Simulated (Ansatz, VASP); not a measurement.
# Ga2SeS3 in VASP and in Ansatz

File INCAR:

```
  PREC = Accurate
  ENCUT = 600
  EDIFF = 1E-7
  ISMEAR = 0
  SIGMA = 0.1
  LREAL = F
  LASPH = T
  NELM = 60
  ALGO = Normal
  ISIF = 3
  LWAVE = F
  LCHARG = F
  GGA = PE
  IBRION = 2
  NSW = 90
  EDIFFG = -0.04
```

KPOINTS

```
Automatic mesh
0
Gamma
  6 6 2
```

The input POSCAR:

```
Ga2SeS3
1.0
    4.8229048700      0.0000000000      0.0000000000
   -2.4114524300      4.1767581300      0.0000000000
    0.0000000000      0.0000000000      7.9481183100
Ga Se S
2 1 3
Direct
    0.3333333300      0.6666666700      0.0000000000
    0.6666666700      0.3333333300      0.0000000000
    0.0000000000      0.0000000000      0.5000000000
    0.0000000000      0.0000000000      0.2190338900
    0.0000000000      0.0000000000      0.7809661100
    0.0000000000      0.0000000000      0.0000000000
```

Input for Ansatz:

```yaml
crystal:
  lattice:
    - [4.82290487, 0.0, 0.0]
    - [-2.41145243, 4.17675813, 0.0]
    - [0.0, 0.0, 7.94811831]
  atoms:
    - { symbol: Ga, position: [0.33333333, 0.66666667, 0.0] }
    - { symbol: Ga, position: [0.66666667, 0.33333333, 0.0] }
    - { symbol: Se, position: [0.0, 0.0, 0.5] }
    - { symbol: S, position: [0.0, 0.0, 0.21903389] }
    - { symbol: S, position: [0.0, 0.0, 0.78096611] }
    - { symbol: S, position: [0.0, 0.0, 0.0] }
basis:
  ecutwfc: 420
kpoints:
  mp_grid: { grid: [6, 6, 2] }
hamiltonian:
  xc: pbe
scf:
  occupations: { method: gaussian, width: 0.1 }
  lower_state_search: "off"
output:
  forces: true
  stress: true
  eigenvalues: true
relax:
  adjacent_minimum: "off"
  f_tol: 0.04
  max_steps: 70
  cell: { stress_tol: 0.4 }
```

Alike in both runs: task relaxation of cell and atoms; functional PBE; k mesh 6 × 6 × 2; occupations gaussian, width 0.1 eV; no spin polarisation.

|  | VASP | Ansatz |
| --- | --- | --- |
| version | VASP 6.6.1 | Ansatz 0.2.0 |
| potentials or method | VASP PAW PBE potentials, release 64 (Ga_d, Se, S), cutoff 600 eV | scalar-relativistic, plane waves, PAW |
| valence electrons in the cell | 50 | 60 |

```csv
,VASP,Ansatz,Ansatz less VASP
"gap on the k mesh at the Fermi level, each at its own relaxed structure (eV)",none,none,-
relaxed volume (Å³/atom),34.46,33.28,-1.182
relaxed cell length with the largest relative difference (Å),9.741,9.003,-0.7384
```

A gap of «none» marks a metal or a gap that the smearing closes. One of these differences is far larger than is usual between the two programs; its cause wasn't traced. VASP's potentials hold 50 valence electrons a cell and Ansatz's 60, so a difference there can come from the potentials and not from the codes.

The k mesh is coarse, so the values compare programs but aren't converged. Noted on VASP's run: the volume moved by over 15 % at a fixed basis, so the end points are rough.
